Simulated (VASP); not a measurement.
A run of VASP 6.6.1:

Contents of INCAR:

```
PREC = Accurate
ENCUT = 520
EDIFF = 1E-7
ISMEAR = 0
SIGMA = 0.1
LREAL = False
LASPH = True
NELM = 100
ALGO = Normal
ISIF = 2
LWAVE = False
LCHARG = False
GGA = PE
NBANDS = 19
```

Contents of KPOINTS:

```
Automatic mesh
0
Gamma
  4 4 4
```

POSCAR

```
SiTe3
1.0
    5.2634881200      0.0000000000      0.0000000000
    0.0000000000      5.2634881200      0.0000000000
    0.0000000000      0.0000000000      5.2634881200
Si Te
1 3
Direct
    0.0000000000      0.0000000000      0.0000000000
    0.5000000000      0.0000000000      0.5000000000
    0.0000000000      0.5000000000      0.5000000000
    0.5000000000      0.5000000000      0.0000000000
```

Potentials or basis: VASP PAW PBE potentials, release 64 (Si, Te).

The run is started by

```bash
$ cat potpaw_PBE.64/Si/POTCAR potpaw_PBE.64/Te/POTCAR > POTCAR
$ mpirun -np 1 vasp_std > vasp.out
```

Hardware: 1 thread of AMD EPYC 7R43 64-Core Processor (Zen 3), on a shared host.

Problem. How long does it take, and how much memory?

Solution. Run time: 30 s on 1 thread of AMD EPYC 7R43 64-Core Processor (Zen 3) (shared host), peak memory 0.2 GiB. Counts: scf iterations 17, k points 10.
